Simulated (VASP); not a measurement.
**Se: single point with PBE+D3(BJ)**

Se:

```
CELL_PARAMETERS angstrom
4.21357 0.00000 0.00000
-2.10679 3.64906 0.00000
0.00000 0.00000 4.77988
ATOMIC_POSITIONS crystal
Se 0.23198 0.00000 0.33333
Se 0.00000 0.23198 0.66667
Se 0.76802 0.76802 0.00000
```

This cell differs from its parent crystal: c/a of the conventional cell at fixed volume 1.1344.

| Quantity | Value |
| --- | --- |
| Program | VASP 6.6.1 |
| Task | single point |
| Functional | PBE |
| Dispersion | D3(BJ) |
| Potentials or basis | VASP PAW PBE potentials, release 64 (Se) |
| Cutoff | 520 eV |
| k mesh | 9 × 9 × 8 |
| Occupations | gaussian, width 0.05 eV |
| Spin | no spin polarisation |

The pressure is 6.5 GPa and the largest force is 1.151 eV/Å. The band gap on the k mesh is 0.90 eV, indirect (least direct gap 1.42 eV) and the dispersion energy per atom is -0.355 eV.

Forces on the atoms (eV/Å):
```
Se   1.151  0.000  0.000
Se  -0.576  0.997  0.000
Se  -0.576 -0.997  0.000
```

Stress tensor (GPa, compression positive):
```
 4.67  0.00  0.00
 0.00  4.67  0.00
 0.00  0.00 10.15
```

Levels at points of the mesh, in eV from the valence-band top:
```csv
k point,band 5,band 6,band 7,band 8,band 9,band 10,band 11,band 12,band 13,band 14
"(0.00, 0.00, 0.00)",-4.11,-4.11,-2.48,-2.48,-0.67,1.85,1.85,1.92,6.20,6.20
"(0.00, 0.00, 0.50)",-3.78,-3.78,-1.97,-1.97,-1.41,0.90,0.90,1.13,5.92,6.79
```

Wall time 2.3 min on 1 thread of AMD EPYC 7R13, on a shared host, peak memory 0.21 GiB.

Caveat: forces of over 1 eV/Å act on the atoms, so gaps and moduli don't describe the material at rest. A k mesh can miss the band edges.
